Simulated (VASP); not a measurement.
# ZrB2: single point with PBEsol

The system is ZrB2.

```
Zr B
1.0
     3.15484    0.00000    0.00000
    -1.57742    2.73217    0.00000
     0.00000    0.00000    3.50674
Zr B
1 2
Direct
  0.00000 0.00000 0.00000
  0.33333 0.66667 0.50000
  0.66667 0.33333 0.50000
```

* Program: VASP 6.6.1
* Task: single point
* Functional: PBEsol
* Potentials or basis: VASP PAW PBE potentials, release 64 (Zr_sv, B)
* Cutoff: 520 eV
* k mesh: 15 × 15 × 12
* Occupations: gaussian, width 0.15 eV
* Spin: no spin polarisation

* Pressure: 0.3 GPa
* Band gap on the k mesh: zero (bands 9 and 10 overlap by 0.99 eV)

Levels at points of the mesh, in eV from the Fermi level:
```tsv
k point	band 6	band 7	band 8	band 9	band 10	band 11	band 12	band 13
(0.00, 0.00, 0.00)	-2.66	-2.66	-2.64	-2.28	3.49	3.49	4.32	4.32
(0.00, 0.00, 0.50)	-7.00	-0.94	-0.94	0.31	0.31	0.80	0.80	1.92
```

Wall time 39 s on 1 thread of AMD EPYC 9R45 96-Core Processor (Zen 5), with other jobs on the host, peak memory 0.18 GiB.

Caveat: the PAW data sets were made with another functional, which shifts forces and pressure a little.
